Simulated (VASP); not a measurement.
A run of VASP 6.6.1:

Contents of POSCAR:

```
NaI
1.0
    0.0000000000      3.1878540000      3.3334920000
    3.1878540000      0.0000000000      3.3334920000
    3.1878540000      3.1878540000      0.0000000000
Na I
1 1
Direct
    0.0000000000      0.0000000000      0.0000000000
    0.5000000000      0.5000000000      0.5000000000
```

File INCAR.step1:

```
SYSTEM = NaI
PREC     = Accurate       ! precision mode
ENCUT    = 520            ! plane-wave cutoff, eV
ISMEAR   = 0              ! smearing method
SIGMA    = 0.05           ! smearing width, eV
LREAL    = .False.        ! projectors in reciprocal space
LASPH    = .True.         ! aspherical terms in the spheres
NELM     = 60             ! most SCF steps
NBANDS   = 14             ! bands
GGA      = PE             ! functional
ALGO     = Normal         ! electronic algorithm
EDIFF    = 1E-4           ! SCF threshold, eV
LWAVE    = .True.         ! write WAVECAR
LCHARG   = .False.        ! write CHGCAR
```

Contents of INCAR.step2:

```
SYSTEM = NaI
PREC     = Accurate       ! precision mode
ENCUT    = 520            ! plane-wave cutoff, eV
EDIFF    = 1E-6           ! SCF threshold, eV
ISMEAR   = 0              ! smearing method
SIGMA    = 0.05           ! smearing width, eV
LREAL    = .False.        ! projectors in reciprocal space
LASPH    = .True.         ! aspherical terms in the spheres
NELM     = 60             ! most SCF steps
ALGO     = Normal         ! electronic algorithm
ISIF     = 2              ! what is computed and relaxed
LWAVE    = .False.        ! write WAVECAR
LCHARG   = .False.        ! write CHGCAR
METAGGA  = R2SCAN         ! meta-GGA
LMIXTAU  = .True.       
NBANDS   = 14             ! bands
ISTART   = 1
```

KPOINTS

```
Automatic mesh
0
Gamma
  6 6 6
  0 0 0
```

Potentials or basis: VASP PAW PBE potentials, release 64 (Na_pv, I).

The run is started by

```bash
$ cat potpaw_PBE.64/Na_pv/POTCAR potpaw_PBE.64/I/POTCAR > POTCAR
$ cp INCAR.step1 INCAR
$ mpirun -np 1 vasp_std > vasp.out
$ cp INCAR.step2 INCAR
$ mpirun -np 1 vasp_std > vasp.out
```

Hardware: 1 thread of AMD EPYC 9R45 96-Core Processor (Zen 5), on a shared host.

Task: Estimate the wall time of this run.

Result: Wall time 74 s on 1 thread of AMD EPYC 9R45 96-Core Processor (Zen 5), on a shared host, peak memory 0.19 GiB. Counts: k points 30.
